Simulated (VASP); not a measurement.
Input of a VASP 6.6.1 run:

Contents of POSCAR:

```
In
1.0
    3.0437040649      0.0000000000      0.0000000000
    0.0000000000      3.0437040649      0.0000000000
    0.0000000000      0.0000000000      3.0437040649
In
1
Direct
    0.0000000000      0.0000000000      0.0000000000
```

Contents of INCAR.step1:

```
ALGO     = Normal         # electronic algorithm
EDIFF    = 1E-4           # SCF threshold, eV
ENCUT    = 520            # plane-wave cutoff, eV
GGA      = PE             # functional
ISMEAR   = -1             # smearing method
LASPH    = T              # aspherical terms in the spheres
LCHARG   = F              # write CHGCAR
LREAL    = F              # projectors in reciprocal space
LWAVE    = T              # write WAVECAR
NBANDS   = 12             # bands
NELM     = 60             # most SCF steps
PREC     = Accurate       # precision mode
SIGMA    = 0.1            # smearing width, eV
```

Contents of INCAR.step2:

```
ALGO     = Normal         # electronic algorithm
EDIFF    = 1E-7           # SCF threshold, eV
ENCUT    = 520            # plane-wave cutoff, eV
ISIF     = 2              # what is computed and relaxed
ISMEAR   = -1             # smearing method
ISTART   = 1            
LASPH    = T              # aspherical terms in the spheres
LCHARG   = F              # write CHGCAR
LMIXTAU  = T            
LREAL    = F              # projectors in reciprocal space
LWAVE    = F              # write WAVECAR
METAGGA  = R2SCAN         # meta-GGA
NBANDS   = 12             # bands
NELM     = 60             # most SCF steps
PREC     = Accurate       # precision mode
SIGMA    = 0.1            # smearing width, eV
```

File KPOINTS:

```
k-points
0
Gamma
  5 5 5
```

Potentials or basis: VASP PAW PBE potentials, release 64 (In_d).

The run is started by

```console
$ cat potpaw_PBE.64/In_d/POTCAR > POTCAR
$ cp INCAR.step1 INCAR
$ mpirun -np 1 vasp_std > vasp.out
$ cp INCAR.step2 INCAR
$ mpirun -np 1 vasp_std > vasp.out
```

Task: What does it give for the band gap on the k mesh?

Result: Zero (an odd number of electrons rules out a gap without spin polarisation).

Task: Predict the pressure.

Result: -0.3 GPa.

Caveat: the k points lie up to 0.41 Å⁻¹ apart, too coarse for converged energies and pressures of a metal; the PAW data sets were made with another functional, which shifts forces and pressure a little; spin-orbit coupling is left out, which moves the levels of the heavy elements.
